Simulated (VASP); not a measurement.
A run of VASP 6.6.1 is set up as follows.

POSCAR

```
Y2TiO4
1.0
    0.0000000000      3.7439783700      0.0000000000
    3.7439783700      0.0000000000      0.0000000000
    1.8719891800      1.8719891800     -6.1426001800
Y Ti O
2 1 4
Direct
    0.3538000000      0.3538000000      0.2924000000
    0.6462000000      0.6462000000      0.7076000000
    0.0000000000      0.0000000000      0.0000000000
    0.5000000000      0.0000000000      0.0000000000
    0.0000000000      0.5000000000      0.0000000000
    0.1630000000      0.1630000000      0.6740000000
    0.8370000000      0.8370000000      0.3260000000
```

Contents of INCAR.step1:

```
SYSTEM = Y2TiO4
  ALGO = Normal
  EDIFF = 1E-4
  ENCUT = 520
  GGA = PE
  ISMEAR = -5
  ISPIN = 2
  ISYM = 0
  LASPH = .True.
  LCHARG = .False.
  LMAXMIX = 4
  LREAL = .False.
  LWAVE = .True.
  MAGMOM = 0.06 0.06 0.53 -0.01 -0.01 0.02 0.02
  NBANDS = 42
  NELM = 150
  PREC = Accurate
  SIGMA = 0.1
```

File INCAR.step2:

```
SYSTEM = Y2TiO4
  ALGO = Normal
  EDIFF = 1E-6
  ENCUT = 520
  ISIF = 2
  ISMEAR = -5
  ISPIN = 2
  ISTART = 1
  ISYM = 0
  LASPH = .True.
  LCHARG = .False.
  LMAXMIX = 4
  LMIXTAU = .True.
  LORBIT = 11
  LREAL = .False.
  LWAVE = .False.
  MAGMOM = 0.06 0.06 0.53 -0.01 -0.01 0.02 0.02
  METAGGA = R2SCAN
  NBANDS = 42
  NELM = 150
  PREC = Accurate
  SIGMA = 0.1
```

KPOINTS

```
k-points
0
Gamma
  5 5 5
  0 0 0
```

Potentials or basis: VASP PAW PBE potentials, release 64 (Y_sv, Ti_sv, O).

The run is started by

```console
$ cat potpaw_PBE.64/Y_sv/POTCAR potpaw_PBE.64/Ti_sv/POTCAR potpaw_PBE.64/O/POTCAR > POTCAR
$ cp INCAR.step1 INCAR
$ mpirun -np 1 vasp_std > vasp.out
$ cp INCAR.step2 INCAR
$ mpirun -np 1 vasp_std > vasp.out
```

(1) Estimate the largest force.

(2) Estimate the net moment.

Results:

(1) 2.228 eV/Å.

(2) 1.15 μB per cell.

Caveat: the PAW data sets were made with another functional, which shifts forces and pressure a little; tetrahedron occupations give inexact forces and stress in metals.
